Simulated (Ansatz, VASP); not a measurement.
**HCl in VASP and in Ansatz**

```
CELL_PARAMETERS angstrom
0.00000 2.67500 2.85500
2.38925 0.00000 2.85500
2.38925 2.67500 0.00000
ATOMIC_POSITIONS crystal
H 0.00000 0.00000 0.00000
Cl 0.50000 0.50000 0.50000
```

Change from the starting cell: strain -0.0500 x Voigt [1, 0, 0, 0, 0, 0], atoms carried along.

Alike in both runs: task single point; functional LDA; k mesh 16 × 16 × 16; occupations gaussian, width 0.15 eV; no spin polarisation.

|  | VASP | Ansatz |
| --- | --- | --- |
| version | VASP 6.6.1 | Ansatz 0.2.0 |
| potentials or method | VASP PAW LDA potentials, release 64 (H, Cl), cutoff 520 eV | scalar-relativistic, plane waves, PAW |
| valence electrons in the cell | 8 | 8 |

Ansatz gave:

```
gap on the k mesh at the Fermi level (eV)                     : none
pressure (GPa)                                                : -12.2
traceless stress, the component that is largest in VASP (GPa) : -8.60
```

Question: What did VASP give for the same quantities?

Answer: gap on the k mesh at the Fermi level (eV): none; pressure (GPa): -12.2; traceless stress, the component that is largest in VASP (GPa): -8.61.

LDA's correlation is that of Perdew and Zunger in VASP and of Perdew and Wang (1992) in Ansatz. A gap of «none» marks a metal or a gap that the smearing closes.
